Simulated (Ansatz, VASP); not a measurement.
# Pt in VASP and in Ansatz

```xyz
2
Lattice="2.6226 0.0000 0.0000 -1.3113 2.2713 0.0000 0.0000 0.0000 4.7921" Properties=species:S:1:pos:R:3 pbc="T T T"
Pt    1.3113    0.7571    3.5941
Pt    0.0000    1.5142    1.1980
```

Change from the starting cell: strain -0.050 along x and y, +0.000 along z, atoms carried along.

Alike in both runs: task single point; functional r2SCAN; k mesh 18 × 18 × 10; occupations gaussian, width 0.15 eV; no spin polarisation.

|  | VASP | Ansatz |
| --- | --- | --- |
| version | VASP 6.6.1 | Ansatz 0.2.0 |
| potentials or method | VASP PAW PBE potentials, release 64 (Pt), cutoff 520 eV | scalar-relativistic, plane waves, PAW |
| valence electrons in the cell | 20 | 36 |

```tsv
	VASP	Ansatz	Ansatz less VASP
gap on the k mesh at the Fermi level (eV)	none	none	-
pressure (GPa)	29.4	28.2	-1.21
traceless stress, the component that is largest in VASP (GPa)	-14.81	-14.38	+0.431
```

VASP's potentials were made for PBE, not for r2SCAN. A gap of «none» marks a metal or a gap that the smearing closes. Both programs put the cell under a high pressure, so it lies far from rest at this level. VASP's potentials hold 20 valence electrons a cell and Ansatz's 36, so a difference there can come from the potentials and not from the codes.

Neither program's run includes spin-orbit coupling.
